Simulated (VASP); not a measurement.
Here is a VASP 6.6.1 calculation.

The input INCAR:

```
SYSTEM = Hf
PREC = Accurate
ENCUT = 520
EDIFF = 1E-6
ISMEAR = -1
SIGMA = 0.1
LREAL = .FALSE.
LASPH = .TRUE.
NELM = 100
ALGO = Normal
ISIF = 2
LWAVE = .FALSE.
LCHARG = .FALSE.
GGA = PE
NBANDS = 11
```

File KPOINTS:

```
regular mesh
0
G
  15 15 15
  0 0 0
```

The input POSCAR:

```
Hf
1.0
    0.0000000000      2.2435627648      2.2435627648
    2.2435627648      0.0000000000      2.2435627648
    2.2435627648      2.2435627648      0.0000000000
Hf
1
Direct
    0.0000000000      0.0000000000      0.0000000000
```

Potentials or basis: VASP PAW PBE potentials, release 64 (Hf_pv).

Run with:

```sh
$ cat potpaw_PBE.64/Hf_pv/POTCAR > POTCAR
$ mpirun -np 1 vasp_std > vasp.out
```

Estimate the pressure.

-0.4 GPa.

What does it give for the band gap on the k mesh?

Zero (band 5 reaches 6.07 eV, above the bottom of band 6 at 4.28 eV).

Caveat: spin-orbit coupling is left out, which moves the levels of the heavy elements.
